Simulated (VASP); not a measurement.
# Ta2W3 (I4/mmm) in VASP: single point with PBE

Aim: the single point of Ta2W3 with PBE.

All numbers are computed with VASP 6.6.1; they aren't measurements. Logs are shortened: lines on timing, memory, paths and dates and some standing lists are left out, and cuts for length are marked.

### Step 1. The cell of the first run

Symmetry: I4/mmm, No. 139, tetragonal system. The conventional cell has a = 3.225 Å, b = 3.225 Å, c = 16.196 Å, α = 90.00°, β = 90.00°, γ = 90.00°. Ta (site symmetry 4mm) has 9 W at 2.79 to 3.20 Å and 5 Ta at 3.22 to 3.23 Å within 3.7 Å. Within 3.7 Å of W (site symmetry 4/mmm) lie 8 Ta at 2.79 Å and 6 W at 3.22 to 3.29 Å. Within 3.6 Å of W (site symmetry 4mm) lie 9 W at 2.74 to 3.29 Å and 5 Ta at 2.83 to 3.20 Å.

### Step 2. Single point, PBE

INCAR

```
SYSTEM = Ta2W3
  ALGO = Fast
  EDIFF = 1E-6
  ENCUT = 520
  GGA = PE
  ISIF = 2
  ISMEAR = 0
  LASPH = .TRUE.
  LCHARG = .FALSE.
  LREAL = .FALSE.
  LWAVE = .FALSE.
  NBANDS = 40
  NELM = 80
  PREC = Accurate
  SIGMA = 0.1
```

KPOINTS

```
k-points
0
G
  8 8 8
  0 0 0
```

POSCAR

```
Ta2W3
1.0
   -1.6122883000      1.6122883000      8.0978854000
    1.6122883000     -1.6122883000      8.0978854000
    1.6122883000      1.6122883000     -8.0978854000
Ta W
2 3
Direct
    0.5996900000      0.5996900000      0.0000000000
    0.4003100000      0.4003100000      0.0000000000
    0.0000000000      0.0000000000      0.0000000000
    0.2028840000      0.2028840000      0.0000000000
    0.7971160000      0.7971160000      0.0000000000
```

Potentials or basis: VASP PAW PBE potentials, release 64 (Ta_pv, W_sv).

Launch:

```console
> cat potpaw_PBE.64/Ta_pv/POTCAR potpaw_PBE.64/W_sv/POTCAR > POTCAR
> mpirun -np 1 vasp_std > vasp.out
```

OUTCAR:

```text
SYSTEM = Ta2W3
   EDIFF = 1E-6
   ENCUT = 520
   GGA = PE
   ISIF = 2
   ISMEAR = 0
   LASPH = .TRUE.
   LREAL = .FALSE.
   NELM = 80
   PREC = Accurate

 ion  position               nearest neighbor table
   1  0.600  0.600  0.000-   3 2.79   3 2.79   3 2.79   3 2.79   4 2.83   4 2.83   4 2.83   4 2.83
                             5 3.20   2 3.23
   2  0.400  0.400  0.000-   3 2.79   3 2.79   3 2.79   3 2.79   5 2.83   5 2.83   5 2.83   5 2.83
                             4 3.20   1 3.23
   3  0.000  0.000  0.000-   2 2.79   1 2.79   1 2.79   1 2.79   1 2.79   2 2.79   2 2.79   2 2.79
                             4 3.29   5 3.29
   4  0.203  0.203  0.000-   5 2.74   5 2.74   5 2.74   5 2.74   1 2.83   1 2.83   1 2.83   1 2.83
                             2 3.20   3 3.29
   5  0.797  0.797  0.000-   4 2.74   4 2.74   4 2.74   4 2.74   2 2.83   2 2.83   2 2.83   2 2.83
                             1 3.20   3 3.29

  LATTYP: Found a body centered tetragonal cell.
 ALAT       =     3.2245766000
 C/A-ratio  =     5.0226038358

  Lattice vectors:

 A1 = (  -1.6122883000,   1.6122883000,   8.0978854000)
 A2 = (   1.6122883000,  -1.6122883000,   8.0978854000)
 A3 = (   1.6122883000,   1.6122883000,  -8.0978854000)

Analysis of symmetry for initial positions (statically):
=====================================================================
 Subroutine PRICEL returns:
 Original cell was already a primitive cell.

 Routine SETGRP: Setting up the symmetry group for a
 body centered tetragonal supercell.

 Subroutine GETGRP returns: Found 16 space group operations
 (whereof 16 operations were pure point group operations)
 out of a pool of 16 trial point group operations.

The static configuration has the point symmetry D_4h.

Analysis of symmetry for dynamics (positions and initial velocities):
=====================================================================
 Subroutine PRICEL returns:
 Original cell was already a primitive cell.

 Routine SETGRP: Setting up the symmetry group for a
 body centered tetragonal supercell.

 Subroutine GETGRP returns: Found 16 space group operations
 (whereof 16 operations were pure point group operations)
 out of a pool of 16 trial point group operations.

The dynamic configuration has the point symmetry D_4h.

 Subroutine INISYM returns: Found 16 space group operations
 (whereof 16 operations are pure point group operations),
 and found     1 'primitive' translations

----------------------------------------------------------------------------------------

                                     Primitive cell

  volume of cell :      84.2010

  direct lattice vectors                    reciprocal lattice vectors
    -1.612288300  1.612288300  8.097885400     0.000000000  0.310118234  0.061744514
     1.612288300 -1.612288300  8.097885400     0.310118234  0.000000000  0.061744514
     1.612288300  1.612288300 -8.097885400     0.310118234  0.310118234  0.000000000

  length of vectors
     8.412769762  8.412769762  8.412769762     0.316205161  0.316205161  0.438573412

  position of ions in fractional coordinates (direct lattice)
     0.599690000  0.599690000  0.000000000
     0.400310000  0.400310000  0.000000000
     0.000000000  0.000000000  0.000000000
     0.202884000  0.202884000  0.000000000
     0.797116000  0.797116000  0.000000000

  ion indices of the primitive-cell ions
   primitive index   ion index
                 1           1
                 2           2
                 3           3
                 4           4
                 5           5

----------------------------------------------------------------------------------------

 KPOINTS: k-points

Automatic generation of k-mesh.
 Grid dimensions read from file:
 generate k-points for:    8    8    8

 Generating k-lattice:

  Cartesian coordinates                     Fractional coordinates (reciprocal lattice)
     0.000000000  0.038764779  0.007718064     0.125000000  0.000000000  0.000000000
     0.038764779  0.000000000  0.007718064     0.000000000  0.125000000  0.000000000
     0.038764779  0.038764779  0.000000000     0.000000000  0.000000000  0.125000000

  Length of vectors
     0.039525645  0.039525645  0.054821677

  Shift w.r.t. Gamma in fractional coordinates (k-lattice)
     0.000000000  0.000000000  0.000000000

 Subroutine IBZKPT returns following result:
 ===========================================

 Found     59 irreducible k-points:

 Following reciprocal coordinates:
            Coordinates               Weight
  0.000000  0.000000  0.000000      1.000000
  0.125000 -0.000000  0.000000      8.000000
  0.250000 -0.000000  0.000000      8.000000
  0.375000  0.000000  0.000000      8.000000
  0.500000 -0.000000  0.000000      4.000000
  0.125000  0.125000  0.000000      8.000000
[... 16 lines left out ...]
  0.250000  0.125000  0.125000     16.000000
  0.375000  0.125000  0.125000      8.000000
 [... further k-points ...]
   k-points           NKPTS =     59   k-points in BZ     NKDIM =     59   number of bands    NBANDS=     40
   number of dos      NEDOS =    301   number of ions     NIONS =      5
   total plane-waves  NPLWV = 262144
   dimension x,y,z NGX =    64 NGY =   64 NGZ =   64
   dimension x,y,z NGXF=   128 NGYF=  128 NGZF=  128
   ions per type =               2   3
   NGX,Y,Z   is equivalent  to a cutoff of  12.65, 12.65, 12.65 a.u.
   NGXF,Y,Z  is equivalent  to a cutoff of  25.29, 25.29, 25.29 a.u.
 SYSTEM =  Ta2W3
   PREC   = accura    normal or accurate (medium, high low for compatibility)
   ISTART =      0    job   : 0-new  1-cont  2-samecut
   ICHARG =      2    charge: 1-file 2-atom 10-const
   ISPIN  =      1    spin polarized calculation?
   LNONCOLLINEAR =      F non collinear calculations
   LSORBIT =      F    spin-orbit coupling
   LASPH  =      T    aspherical Exc in radial PAW
   ENCUT  =  520.0 eV  38.22 Ry    6.18 a.u.  15.64 15.64 15.64*2*pi/ulx,y,z
   NELM   =     80;   NELMIN=  2; NELMDL= -5     # of ELM steps
   EDIFF  = 0.1E-05   stopping-criterion for ELM
   LREAL  =      F    real-space projection
   EDIFFG = 0.1E-04   stopping-criterion for IOM
   NSW    =      0    number of steps for IOM
   IBRION =     -1    ionic relax: 0-MD 1-quasi-New 2-CG
   NFREE  =      0    steps in history (QN), initial steepest desc. (CG)
   ISIF   =      2    stress and relaxation
   ISYM   =      2    0-nonsym 1-usesym 2-fastsym
   POTIM  = 0.5000    time-step for ionic-motion
   TEBEG  =    0.0;   TEEND  =   0.0 temperature during run
   PSTRESS=    0.0 pullay stress
   NELECT =      64.0000    total number of electrons
   NUPDOWN=      -1.0000    fix difference up-down
   EMIN   =  10.00;   EMAX   =-10.00  energy-range for DOS
   EFERMI =   0.00;   METHOD = LEGACY
   ISMEAR =     0;   SIGMA  =   0.10  broadening in eV -4-tet -1-fermi 0-gaus
   EFERMI_NEDOS =   21; number of points for ismear=-14 and -15
   IALGO  =     68    algorithm
   IMIX   =      4    mixing-type and parameters
     AMIX     =   0.40;   BMIX     =  1.00
     AMIX_MAG =   1.60;   BMIX_MAG =  1.00
  volume/ion in A,a.u.               =      16.84       113.64
  Fermi-wavevector in a.u.,A,eV,Ry     =   1.494041  2.823328 30.370355  2.232158
  Thomas-Fermi vector in A             =   2.606364
   LORBIT       =      0    0 simple, 1 ext, 2 COOP (PROOUT), +10 PAW based schemes
   GGA     = PE    functional components
   LHFCALC =     F    Hartree Fock is set to
   AEXX    =    0.0000 exact exchange contribution
   IVDW    =     0    specifies the selected vdW correction
   LEPSILON=     F    determine dielectric tensor
   LRPA    =     F    only Hartree local field effects (RPA)
 non-spin polarized calculation
 RMM-DIIS sequential band-by-band and
 Gauss-broadening in eV      SIGMA  =   0.10
  energy-cutoff  :      520.00
  volume of cell :       84.20
 maximum number of plane-waves:      2298
   NGX = 31   NGY = 31   NGZ = 31

 number of electron      63.9999999 magnetization

 Free energy of the ion-electron system (eV)
  ---------------------------------------------------
  ext. energy  EPLUGINS =         0.00000000
  ---------------------------------------------------
  free energy    TOTEN  =       -63.02493356 eV

  energy without entropy =      -63.00836923  energy(sigma->0) =      -63.01665139

 E-fermi :   8.4387     XC(G=0): -13.1611

 val. band max:        8.4383377285   @ k =  -0.3750   0.3750   0.0000
 cond. band min:       8.4471387014   @ k =   0.5000   0.5000   0.5000
 fundamental gap:      0.0088009729
 Fermi energy:         8.4387484436

 k-point     1 :       0.0000    0.0000    0.0000
  band No.  band energies     occupation
      1     -65.0322      2.00000
      2     -64.9171      2.00000
      3     -64.7292      2.00000
      4     -29.4079      2.00000
      5     -29.3595      2.00000
      6     -29.3595      2.00000
[... 32 lines left out ...]
     39      12.0393      0.00000
     40      12.0822      0.00000

 k-point     2 :       0.1250   -0.0000    0.0000
  band No.  band energies     occupation
      1     -65.0269      2.00000
      2     -64.9206      2.00000
      3     -64.7282      2.00000
      4     -29.4221      2.00000
      5     -29.4091      2.00000
      6     -29.3388      2.00000
[... 32 lines left out ...]
     39      11.3831      0.00000
     40      11.4197      0.00000

 k-point     3 :       0.2500   -0.0000    0.0000
  band No.  band energies     occupation
      1     -65.0121      2.00000
      2     -64.9307      2.00000
      3     -64.7259      2.00000
      4     -29.5025      2.00000
      5     -29.4680      2.00000
      6     -29.2809      2.00000
[... 32 lines left out ...]
     39      10.9752      0.00000
     40      12.0996      0.00000

 k-point     4 :       0.3750    0.0000    0.0000
  band No.  band energies     occupation
      1     -64.9912      2.00000
      2     -64.9470      2.00000
      3     -64.7236      2.00000
      4     -29.5709      2.00000
      5     -29.5346      2.00000
      6     -29.1976      2.00000
[... 32 lines left out ...]
     39      11.5723      0.00000
     40      12.0774      0.00000
[... 772 lines left out ...]
     39      12.0021      0.00000
     40      12.0122      0.00000

 k-point    23 :       0.2500    0.1250    0.1250
  band No.  band energies     occupation
      1     -64.9813      2.00000
      2     -64.9501      2.00000
      3     -64.7202      2.00000
      4     -29.5552      2.00000
      5     -29.5436      2.00000
      6     -29.3050      2.00000
[... 32 lines left out ...]
     39      12.1714      0.00000
     40      12.3956      0.00000

 k-point    24 :       0.3750    0.1250    0.1250
  band No.  band energies     occupation
      1     -64.9647      2.00000
      2     -64.9647      2.00000
      3     -64.7192      2.00000
      4     -29.5759      2.00000
      5     -29.5749      2.00000
      6     -29.2218      2.00000
[... 32 lines left out ...]
     39      12.2180      0.00000
     40      12.3585      0.00000

 [... further k-points ...]

------------------------ aborting loop because EDIFF is reached ----------------------------------------

  FORCE on cell =-STRESS in cart. coord.  units (eV):
  Direction    XX          YY          ZZ          XY          YZ          ZX
  --------------------------------------------------------------------------------------
  -------------------------------------------------------------------------------------
  Total        0.2729815      0.2729815      0.0739124      0.0000000     -0.0000000      0.0000000
  in kB        5.1942968      5.1942968      1.4064056      0.0000000     -0.0000000      0.0000000
  external PRESSURE =       3.9316664 kB  Pullay stress =       0.0000000 kB

 VOLUME and BASIS-vectors are now :
 -----------------------------------------------------------------------------
  energy-cutoff  :      520.00
  volume of cell :       84.20
      direct lattice vectors                 reciprocal lattice vectors
    -1.612288300  1.612288300  8.097885400     0.000000000  0.310118234  0.061744514
     1.612288300 -1.612288300  8.097885400     0.310118234  0.000000000  0.061744514
     1.612288300  1.612288300 -8.097885400     0.310118234  0.310118234  0.000000000

 POSITION                                       TOTAL-FORCE (eV/Angst)
 -----------------------------------------------------------------------------------
      0.00000      0.00000      9.71244         0.000000      0.000000     -0.010504
      0.00000      0.00000      6.48333         0.000000      0.000000      0.010504
      0.00000      0.00000      0.00000        -0.000000     -0.000000     -0.000000
      0.00000      0.00000      3.28586        -0.000000     -0.000000     -0.041144
      0.00000      0.00000     12.90991         0.000000      0.000000      0.041144
 -----------------------------------------------------------------------------------
    total drift:                                0.000000     -0.000000      0.000000

  FREE ENERGIE OF THE ION-ELECTRON SYSTEM (eV)
  ---------------------------------------------------
  free  energy   TOTEN  =       -63.0249335561 eV

  energy  without entropy=      -63.0083692318  energy(sigma->0) =      -63.01665139
```

Run time: 19 min. Hardware: 1 thread of Intel Xeon Platinum 8488C (Sapphire Rapids), shared host; peak memory 0.67 GiB.

What came out:

| Quantity | Value |
| --- | --- |
| Free energy | -63.0249 eV |
| Pressure | 0.4 GPa |
| Largest force | 0.041 eV/Å |
| Band gap on the k mesh | zero (bands 32 and 33 overlap by 1.86 eV) |

Forces on the atoms (eV/Å):
```
Ta   0.000  0.000 -0.011
Ta   0.000  0.000  0.011
W    0.000  0.000  0.000
W    0.000  0.000 -0.041
W    0.000  0.000  0.041
```

Stress tensor (GPa, compression positive):
```
0.52 0.00 0.00
0.00 0.52 0.00
0.00 0.00 0.14
```

Caveat: spin-orbit coupling is left out, which moves the levels of the heavy elements.
